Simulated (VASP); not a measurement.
**Mg: relaxation of cell and atoms with PBEsol**

The system is Mg.

```xyz
1
Lattice="-1.5006 1.5006 1.5006 1.5006 -1.5006 1.5006 1.5006 1.5006 -1.5006" Properties=species:S:1:pos:R:3 pbc="T T T"
Mg    0.0000    0.0000    0.0000
```

This isn't the form of Mg at room conditions, which is hcp.

```json
{
 "Program": "VASP 6.6.1",
 "Task": "relaxation of cell and atoms",
 "Functional": "PBEsol",
 "Potentials or basis": "VASP PAW PBE potentials, release 64 (Mg)",
 "Cutoff": "600 eV",
 "k mesh": "28 × 28 × 28",
 "Occupations": "gaussian, width 0.1 eV",
 "Spin": "no spin polarisation",
 "Target pressure": "50 GPa",
 "Dipole correction": "no",
 "Further INCAR settings": "ALGO = Normal; EDIFF = 1e-06; IBRION = 2; EDIFFG = -0.004; NSW = 70; ISIF = 3"
}
```

The relaxed volume is 13.59 Å³/atom and the relaxed cell is a = 2.604 Å, b = 2.604 Å, c = 2.604 Å, α = 109.47°, β = 109.47°, γ = 109.47°. The space group after relaxing (to 0.1 Å) is Im-3m (No. 229). The energy change on relaxing (the run minimises the enthalpy) is -22.1 meV/atom and the ionic steps are 3. The pressure after relaxing is 50.0 GPa. The band gap on the k mesh is zero (bands 1 and 2 overlap by 4.86 eV).

Step by step:
| step | energy change (eV) | largest force (eV/Å) | pressure (GPa) | volume (Å³) |
| --- | --- | --- | --- | --- |
| 1 | 0.0000 | 0.0000 | 51.03 | 13.52 |
| 2 | -0.0531 | 0.0000 | 48.57 | 13.69 |
| 3 | -0.0221 | 0.0000 | 50.00 | 13.59 |

Final structure:
```
CELL_PARAMETERS angstrom
-1.50318 1.50318 1.50318
1.50318 -1.50318 1.50318
1.50318 1.50318 -1.50318
ATOMIC_POSITIONS crystal
Mg 0.00000 0.00000 0.00000
```

Levels at points of the mesh, in eV from the Fermi level:
| k point | band 1 | band 2 | band 3 | band 4 | band 5 |
| --- | --- | --- | --- | --- | --- |
| (0.00, 0.00, 0.00) | -9.56 | 16.93 | 16.93 | 16.93 | 19.62 |
| (0.50, 0.00, 0.00) | -2.28 | -0.94 | 10.60 | 14.15 | 14.39 |
| (0.50, 0.50, 0.50) | 3.92 | 3.92 | 5.86 | 5.86 | 5.86 |

Wall time 45 s on 1 thread of Intel(R) Xeon(R) Platinum 8259CL CPU @ 2.50GHz (Skylake/Cascade Lake) (shared host), peak memory 0.19 GiB.

Caveat: the cell is relaxed towards a set pressure, so the run minimises the enthalpy, not the energy; the PAW data sets were made with another functional, which shifts forces and pressure a little.
